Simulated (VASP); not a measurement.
# Ho2O (I4/mmm) in VASP: single point with PBE

Aim: the single point of Ho2O with PBE.

All numbers are computed with VASP 6.6.1; they aren't measurements. Logs are shortened: lines on timing, memory, paths and dates and some standing lists are left out, and cuts for length are marked.

## 1. The cell of the first run

It takes space group I4/mmm (No. 139, tetragonal). Conventional cell: a = 3.694 Å, b = 3.694 Å, c = 13.276 Å, α = 90.00°, β = 90.00°, γ = 90.00°. Within 2.6 Å of Ho (site symmetry 4mm) lie 1 O at 1.99 Å. O (site symmetry 4/mmm) has 2 Ho at 1.99 Å within 2.6 Å.

The cell was built from a structure type or drawn by symmetry, and may not be a known phase.

## 2. Single point, PBE

File INCAR:

```
ALGO = Normal
EDIFF = 1E-6
ENCUT = 600
GGA = PE
GGA_COMPAT = False
ISIF = 2
ISMEAR = 0
LASPH = True
LCHARG = False
LMAXMIX = 6
LREAL = False
LWAVE = False
NBANDS = 19
NELM = 200
PREC = Accurate
SIGMA = 0.2
```

File KPOINTS:

```
k-points
0
Gamma
  7 7 7
```

File POSCAR:

```
Ho2O
1.0
   -1.8469473950      1.8469473950      6.6377950236
    1.8469473950     -1.8469473950      6.6377950236
    1.8469473950      1.8469473950     -6.6377950236
Ho O
2 1
Direct
    0.8502117661      0.8502117661      0.0000000000
    0.1497882339      0.1497882339      0.0000000000
    0.0000000000      0.0000000000      0.0000000000
```

Potentials or basis: VASP PAW PBE potentials, release 64 (Ho_3, O), 4f in core.

Command:

```console
$ cat potpaw_PBE.64/Ho_3/POTCAR potpaw_PBE.64/O/POTCAR > POTCAR
$ mpirun -np 1 vasp_std > vasp.out
```

OUTCAR:

```text
EDIFF = 1E-6
   ENCUT = 600
   GGA = PE
   ISIF = 2
   ISMEAR = 0
   LASPH = True
   LREAL = False
   NELM = 200
   PREC = Accurate

 ion  position               nearest neighbor table
   1  0.850  0.850  0.000-   3 1.99   2 3.73   2 3.73   2 3.73   2 3.73
   2  0.150  0.150  0.000-   3 1.99   1 3.73   1 3.73   1 3.73   1 3.73
   3  0.000  0.000  0.000-   1 1.99   2 1.99

  LATTYP: Found a body centered tetragonal cell.
 ALAT       =     3.6938947900
 C/A-ratio  =     3.5939274944

  Lattice vectors:

 A1 = (  -1.8469473950,   1.8469473950,   6.6377950236)
 A2 = (   1.8469473950,  -1.8469473950,   6.6377950236)
 A3 = (   1.8469473950,   1.8469473950,  -6.6377950236)

Analysis of symmetry for initial positions (statically):
=====================================================================
 Subroutine PRICEL returns:
 Original cell was already a primitive cell.

 Routine SETGRP: Setting up the symmetry group for a
 body centered tetragonal supercell.

 Subroutine GETGRP returns: Found 16 space group operations
 (whereof 16 operations were pure point group operations)
 out of a pool of 16 trial point group operations.

The static configuration has the point symmetry D_4h.

Analysis of symmetry for dynamics (positions and initial velocities):
=====================================================================
 Subroutine PRICEL returns:
 Original cell was already a primitive cell.

 Routine SETGRP: Setting up the symmetry group for a
 body centered tetragonal supercell.

 Subroutine GETGRP returns: Found 16 space group operations
 (whereof 16 operations were pure point group operations)
 out of a pool of 16 trial point group operations.

The dynamic configuration has the point symmetry D_4h.

 Subroutine INISYM returns: Found 16 space group operations
 (whereof 16 operations are pure point group operations),
 and found     1 'primitive' translations

----------------------------------------------------------------------------------------

                                     Primitive cell

  volume of cell :      90.5718

  direct lattice vectors                    reciprocal lattice vectors
    -1.846947395  1.846947395  6.637795024     0.000000000  0.270716969  0.075326219
     1.846947395 -1.846947395  6.637795024     0.270716969  0.000000000  0.075326219
     1.846947395  1.846947395 -6.637795024     0.270716969  0.270716969  0.000000000

  length of vectors
     7.133214713  7.133214713  7.133214713     0.281001275  0.281001275  0.382851609

  position of ions in fractional coordinates (direct lattice)
     0.850211766  0.850211766  0.000000000
     0.149788234  0.149788234  0.000000000
     0.000000000  0.000000000  0.000000000

  ion indices of the primitive-cell ions
   primitive index   ion index
                 1           1
                 2           2
                 3           3

----------------------------------------------------------------------------------------

 KPOINTS: k-points

Automatic generation of k-mesh.
 Grid dimensions read from file:
 generate k-points for:    7    7    7

 Generating k-lattice:

  Cartesian coordinates                     Fractional coordinates (reciprocal lattice)
     0.000000000  0.038673853  0.010760888     0.142857143 -0.000000000  0.000000000
     0.038673853  0.000000000  0.010760888    -0.000000000  0.142857143  0.000000000
     0.038673853  0.038673853  0.000000000     0.000000000  0.000000000  0.142857143

  Length of vectors
     0.040143039  0.040143039  0.054693087

  Shift w.r.t. Gamma in fractional coordinates (k-lattice)
     0.000000000  0.000000000  0.000000000

 Subroutine IBZKPT returns following result:
 ===========================================

 Found     40 irreducible k-points:

 Following reciprocal coordinates:
            Coordinates               Weight
  0.000000  0.000000  0.000000      1.000000
  0.142857  0.000000  0.000000      8.000000
  0.285714 -0.000000  0.000000      8.000000
  0.428571 -0.000000  0.000000      8.000000
  0.142857  0.142857  0.000000      8.000000
  0.285714  0.142857  0.000000     16.000000
[... 16 lines left out ...]
 -0.142857  0.285714  0.142857      8.000000
 -0.428571  0.428571  0.142857      8.000000
 [... further k-points ...]
   k-points           NKPTS =     40   k-points in BZ     NKDIM =     40   number of bands    NBANDS=     19
   number of dos      NEDOS =    301   number of ions     NIONS =      3
   total plane-waves  NPLWV = 216000
   dimension x,y,z NGX =    60 NGY =   60 NGZ =   60
   dimension x,y,z NGXF=   120 NGYF=  120 NGZF=  120
   ions per type =               2   1
   NGX,Y,Z   is equivalent  to a cutoff of  13.98, 13.98, 13.98 a.u.
   NGXF,Y,Z  is equivalent  to a cutoff of  27.97, 27.97, 27.97 a.u.
 SYSTEM =  unknown system
   PREC   = accura    normal or accurate (medium, high low for compatibility)
   ISTART =      0    job   : 0-new  1-cont  2-samecut
   ICHARG =      2    charge: 1-file 2-atom 10-const
   ISPIN  =      1    spin polarized calculation?
   LNONCOLLINEAR =      F non collinear calculations
   LSORBIT =      F    spin-orbit coupling
   LASPH  =      T    aspherical Exc in radial PAW
   ENCUT  =  600.0 eV  44.10 Ry    6.64 a.u.  14.25 14.25 14.25*2*pi/ulx,y,z
   NELM   =    200;   NELMIN=  2; NELMDL= -5     # of ELM steps
   EDIFF  = 0.1E-05   stopping-criterion for ELM
   LREAL  =      F    real-space projection
   EDIFFG = 0.1E-04   stopping-criterion for IOM
   NSW    =      0    number of steps for IOM
   IBRION =     -1    ionic relax: 0-MD 1-quasi-New 2-CG
   NFREE  =      0    steps in history (QN), initial steepest desc. (CG)
   ISIF   =      2    stress and relaxation
   ISYM   =      2    0-nonsym 1-usesym 2-fastsym
   POTIM  = 0.5000    time-step for ionic-motion
   TEBEG  =    0.0;   TEEND  =   0.0 temperature during run
   PSTRESS=    0.0 pullay stress
   NELECT =      24.0000    total number of electrons
   NUPDOWN=      -1.0000    fix difference up-down
   EMIN   =  10.00;   EMAX   =-10.00  energy-range for DOS
   EFERMI =   0.00;   METHOD = LEGACY
   ISMEAR =     0;   SIGMA  =   0.20  broadening in eV -4-tet -1-fermi 0-gaus
   EFERMI_NEDOS =   21; number of points for ismear=-14 and -15
   IALGO  =     38    algorithm
   IMIX   =      4    mixing-type and parameters
     AMIX     =   0.40;   BMIX     =  1.00
     AMIX_MAG =   1.60;   BMIX_MAG =  1.00
  volume/ion in A,a.u.               =      30.19       203.74
  Fermi-wavevector in a.u.,A,eV,Ry     =   1.051512  1.987070 15.043659  1.105678
  Thomas-Fermi vector in A             =   2.186558
   LORBIT       =      0    0 simple, 1 ext, 2 COOP (PROOUT), +10 PAW based schemes
   GGA     = PE    functional components
   LHFCALC =     F    Hartree Fock is set to
   AEXX    =    0.0000 exact exchange contribution
   IVDW    =     0    specifies the selected vdW correction
   LEPSILON=     F    determine dielectric tensor
   LRPA    =     F    only Hartree local field effects (RPA)
 non-spin polarized calculation
 Gauss-broadening in eV      SIGMA  =   0.20
  energy-cutoff  :      600.00
  volume of cell :       90.57
 maximum number of plane-waves:      3070
 NGX is ok and might be reduce to    60
   NGX = 29   NGY = 29   NGZ = 29

 number of electron      24.0000001 magnetization

 Free energy of the ion-electron system (eV)
  ---------------------------------------------------
  ext. energy  EPLUGINS =         0.00000000
  ---------------------------------------------------
  free energy    TOTEN  =       -18.13386579 eV

  energy without entropy =      -18.09246316  energy(sigma->0) =      -18.11316447

 E-fermi :   1.5779     XC(G=0):  -8.6167

 val. band max:        1.5723538425   @ k =  -0.4286  -0.4286   0.1429
 cond. band min:       1.5901531828   @ k =  -0.1429  -0.2857   0.1429
 fundamental gap:      0.0177993403
 Fermi energy:         1.5778566126

 k-point     1 :       0.0000    0.0000    0.0000
  band No.  band energies     occupation
      1     -23.1318      2.00000
      2     -22.4668      2.00000
      3     -22.4668      2.00000
      4     -22.4580      2.00000
      5     -22.4117      2.00000
      6     -22.4117      2.00000
[... 11 lines left out ...]
     18       5.7796      0.00000
     19       6.5261      0.00000

 k-point     2 :       0.1429    0.0000    0.0000
  band No.  band energies     occupation
      1     -23.1162      2.00000
      2     -22.5217      2.00000
      3     -22.4608      2.00000
      4     -22.4570      2.00000
      5     -22.4483      2.00000
      6     -22.4110      2.00000
[... 11 lines left out ...]
     18       5.3693      0.00000
     19       6.1946      0.00000

 k-point     3 :       0.2857   -0.0000    0.0000
  band No.  band energies     occupation
      1     -23.0798      2.00000
      2     -22.6119      2.00000
      3     -22.5491      2.00000
      4     -22.4678      2.00000
      5     -22.4460      2.00000
      6     -22.4107      2.00000
[... 11 lines left out ...]
     18       4.6822      0.00000
     19       5.8979      0.00000

 k-point     4 :       0.4286   -0.0000    0.0000
  band No.  band energies     occupation
      1     -23.0496      2.00000
      2     -22.6788      2.00000
      3     -22.6224      2.00000
      4     -22.4877      2.00000
      5     -22.4301      2.00000
      6     -22.4145      2.00000
[... 407 lines left out ...]
     18       5.2993      0.00000
     19       6.0474      0.00000

 k-point    23 :      -0.1429    0.2857    0.1429
  band No.  band energies     occupation
      1     -23.0598      2.00000
      2     -22.6725      2.00000
      3     -22.6272      2.00000
      4     -22.4769      2.00000
      5     -22.4259      2.00000
      6     -22.4187      2.00000
[... 11 lines left out ...]
     18       4.7932      0.00000
     19       6.0096      0.00000

 k-point    24 :      -0.4286    0.4286    0.1429
  band No.  band energies     occupation
      1     -23.0149      2.00000
      2     -22.6509      2.00000
      3     -22.6483      2.00000
      4     -22.5403      2.00000
      5     -22.5221      2.00000
      6     -22.5054      2.00000
[... 11 lines left out ...]
     18       5.6116      0.00000
     19       6.3725      0.00000

 [... further k-points ...]

------------------------ aborting loop because EDIFF is reached ----------------------------------------

  FORCE on cell =-STRESS in cart. coord.  units (eV):
  Direction    XX          YY          ZZ          XY          YZ          ZX
  --------------------------------------------------------------------------------------
  -------------------------------------------------------------------------------------
  Total        0.0743335      0.0743335      1.5011871      0.0000000      0.0000000      0.0000000
  in kB        1.3149282      1.3149282     26.5553800      0.0000000      0.0000000      0.0000000
  external PRESSURE =       9.7284121 kB  Pullay stress =       0.0000000 kB

 VOLUME and BASIS-vectors are now :
 -----------------------------------------------------------------------------
  energy-cutoff  :      600.00
  volume of cell :       90.57
      direct lattice vectors                 reciprocal lattice vectors
    -1.846947395  1.846947395  6.637795024     0.000000000  0.270716969  0.075326219
     1.846947395 -1.846947395  6.637795024     0.270716969  0.000000000  0.075326219
     1.846947395  1.846947395 -6.637795024     0.270716969  0.270716969  0.000000000

 POSITION                                       TOTAL-FORCE (eV/Angst)
 -----------------------------------------------------------------------------------
      0.00000      0.00000     11.28706         0.000000      0.000000     -0.326855
      0.00000      0.00000      1.98853        -0.000000     -0.000000      0.326855
      0.00000      0.00000      0.00000        -0.000000     -0.000000      0.000000
 -----------------------------------------------------------------------------------
    total drift:                               -0.000000     -0.000000      0.000000

  FREE ENERGIE OF THE ION-ELECTRON SYSTEM (eV)
  ---------------------------------------------------
  free  energy   TOTEN  =       -18.1338657853 eV

  energy  without entropy=      -18.0924631558  energy(sigma->0) =      -18.11316447
```

It took 4.9 min on 1 thread of Intel Xeon Platinum 8488C (Sapphire Rapids), shared host; peak memory 0.52 GiB.

Results:

```yaml
Free_energy: -18.1339 eV
Pressure: 1.0 GPa
Largest_force: 0.327 eV/Å
Band_gap_on_the_k_mesh: zero (bands 12 and 13 overlap by 0.51 eV)
```

Forces on the atoms (eV/Å):
```
Ho   0.000  0.000 -0.327
Ho   0.000  0.000  0.327
O    0.000  0.000  0.000
```

Caveat: spin-orbit coupling is left out, which moves the levels of the heavy elements; the 4f electrons are frozen in the core, so they carry no moment and show no levels; the run has no spin polarisation, though such a crystal can be magnetic. Spin polarisation is off, so any magnetic state and its effect on volume and gap are missing.
